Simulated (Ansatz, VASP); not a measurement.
**Two plane-wave programs on Ca**

```
Ca
1.0
     0.00000    2.78350    2.78350
     2.78350    0.00000    2.78350
     2.78350    2.78350    0.00000
Ca
1
Direct
  0.00000 0.00000 0.00000
```

Alike in both runs: task single point; functional r2SCAN; k mesh 10 × 10 × 10; occupations gaussian, width 1 eV; no spin polarisation.

|  | VASP | Ansatz |
| --- | --- | --- |
| version | VASP 6.6.1 | Ansatz 0.2.0 |
| potentials or method | VASP PAW PBE potentials, release 64 (Ca_sv), cutoff 520 eV | plane waves (500 eV) with PAW, scalar-relativistic |
| valence electrons in the cell | 10 | 10 |

|  | VASP | Ansatz | Ansatz less VASP |
| --- | --- | --- | --- |
| pressure (GPa) | 0.3 | 0.2 | -0.05 |

VASP's potentials were made for PBE, not for r2SCAN. With one functional, cell and mesh, what is left measures potentials, basis and numerics.
